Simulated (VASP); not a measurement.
Input of a VASP 6.6.1 run:

INCAR

```
SYSTEM = Si2Ni
PREC = Accurate
ENCUT = 520
EDIFF = 1E-6
ISMEAR = 0
SIGMA = 0.1
LREAL = .False.
LASPH = .True.
NELM = 80
ALGO = Normal
ISIF = 2
LWAVE = .False.
LCHARG = .False.
GGA = PS
NBANDS = 27
```

KPOINTS

```
regular mesh
0
Gamma
  10 10 8
  0 0 0
```

File POSCAR:

```
Si2Ni
1.0
    2.8574362941      2.8574362941      0.0000000000
   -2.8574362941      2.8574362941      0.0000000000
    0.0000000000      0.0000000000      5.1972992217
Si Ni
4 2
Direct
    0.0000000000      0.5000000000      0.7500000000
    0.5000000000      0.0000000000      0.7500000000
    0.5000000000      0.0000000000      0.2500000000
    0.0000000000      0.5000000000      0.2500000000
    0.0000000000      0.0000000000      0.0000000000
    0.5000000000      0.5000000000      0.5000000000
```

Potentials or basis: VASP PAW PBE potentials, release 64 (Si, Ni).

Launch:

```sh
$ cat potpaw_PBE.64/Si/POTCAR potpaw_PBE.64/Ni/POTCAR > POTCAR
$ mpirun -np 1 vasp_std > vasp.out
```

(1) Predict the band gap on the k mesh.

(2) Predict the pressure.

Results:

(1) zero (bands 18 and 19 overlap by 1.76 eV).

(2) -10.5 GPa.

Caveat: the cell differs from its parent crystal (biaxial strain in the a-b plane: +6.0 %); the cell stands under tension; the PAW data sets were made with another functional, which shifts forces and pressure a little.
